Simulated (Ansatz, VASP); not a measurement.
## Ge in VASP and in Ansatz

```
Ge
1.0
    -0.00089    0.00189    3.95990
     4.89752    0.00271   -0.00111
     0.00563    9.74902    0.00513
Ge
8
Direct
  0.49897 0.99882 0.17087
  0.50172 0.99959 0.67078
  0.99864 0.00143 0.32907
  0.00135 0.00013 0.82920
  0.74870 0.34122 0.99991
  0.75074 0.34333 0.50045
  0.25085 0.65874 0.49948
  0.24903 0.65674 0.00024
```

Change from the starting cell: cell x2, atoms moved at random (sigma 0.05 Å) and cell strained at random (1.5 %), then relaxed without symmetry.

Alike in both runs: functional PBE; k mesh 6 × 4 × 2; occupations gaussian, width 0.2 eV; no spin polarisation.

Ansatz relaxed the structure, and its values are those at the end. VASP's run is a single point on that final structure, the one shown.

```csv
,VASP,Ansatz
version,VASP 6.6.1,Ansatz 0.2.0
potentials or method,"VASP PAW PBE potentials, release 64 (Ge_d), cutoff 520 eV","scalar-relativistic, plane waves, PAW"
valence electrons in the cell,112,112
```

```tsv
	VASP	Ansatz	Ansatz less VASP
gap on the k mesh at the Fermi level (eV)	none	none	-
pressure (GPa)	-0.1	0.0	+0.06
rms of the force components (eV/Å)	0.006	0.006	-0.0001
```

A gap of «none» marks a metal or a gap that the smearing closes. The functional is the same, so the differences come from potentials, cutoffs and numerics.
